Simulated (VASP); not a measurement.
The system is MgS.

```xyz
2
Lattice="0.0993 2.8453 2.8453 2.8453 0.0993 2.8453 2.8453 2.8453 0.0993" Properties=species:S:1:pos:R:3 pbc="T T T"
Mg    0.0192    0.0192    0.0192
S     1.4282    1.4282    1.4282
```

This cell differs from its parent crystal: epitaxial 111 strain -3.0%.

Base run:

```yaml
Program: VASP 6.6.1
Functional: r2SCAN
Potentials_or_basis: VASP PAW PBE potentials, release 64 (Mg, S)
Cutoff: 520 eV
k_mesh: 8 × 8 × 8
Occupations: gaussian, width 0.01 eV
Spin: no spin polarisation
```

Its results: band gap on the k mesh 4.13 eV, indirect (least direct gap 4.15 eV); pressure 2.1 GPa; largest force 0.003 eV/Å.

Q: The run is repeated on the same cell with these changes: functional from r2SCAN to PBE; occupations from gaussian, width 0.01 eV to fermi-dirac, width 0.02 eV. What comes out?

A: Band gap on the k mesh 3.48 eV, direct; pressure 3.3 GPa; largest force 0.011 eV/Å.

Caveats: the PAW data sets were made with another functional, which shifts forces and pressure a little (some runs).

A k mesh can miss the band edges.
